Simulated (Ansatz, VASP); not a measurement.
One calculation of Ta4N, two programs

```xyz
5
Lattice="4.1636 0.0000 0.0000 0.0000 4.1636 0.0000 0.0000 0.0000 4.1636" Properties=species:S:1:pos:R:3 pbc="T T T"
Ta    2.0818    2.0818    2.0818
Ta    0.0000    2.0818    2.0818
Ta    2.0818    0.0000    2.0818
Ta    2.0818    2.0818    0.0000
N     0.0000    0.0000    0.0000
```

Change from the starting cell: species swapped into the Mn4N type (Pm-3m, No. 221).

Alike in both runs: task relaxation of cell and atoms; functional PBE; k mesh 4 × 4 × 4; occupations gaussian, width 0.1 eV; no spin polarisation.

```csv
,VASP,Ansatz
version,VASP 6.6.1,Ansatz 0.2.0
potentials or method,"VASP PAW PBE potentials, release 64 (Ta_pv, N), cutoff 600 eV","scalar-relativistic, plane waves, PAW"
valence electrons in the cell,49,57
```

|  | VASP | Ansatz | Ansatz less VASP |
| --- | --- | --- | --- |
| gap on the k mesh at the Fermi level, each at its own relaxed structure (eV) | none | none | - |
| relaxed volume (Å³/atom) | 22.96 | 22.92 | -0.035 |
| relaxed cell length with the largest relative difference (Å) | 4.860 | 4.858 | -0.0024 |

A gap of «none» marks a metal or a gap that the smearing closes. VASP's potentials hold 49 valence electrons a cell and Ansatz's 57, so a difference there can come from the potentials and not from the codes.

The k mesh is coarse, so the values compare programs but aren't converged. Spin-orbit coupling is off throughout. Noted on VASP's run: the volume moved by over 15 % at a fixed basis, so the end points are rough.
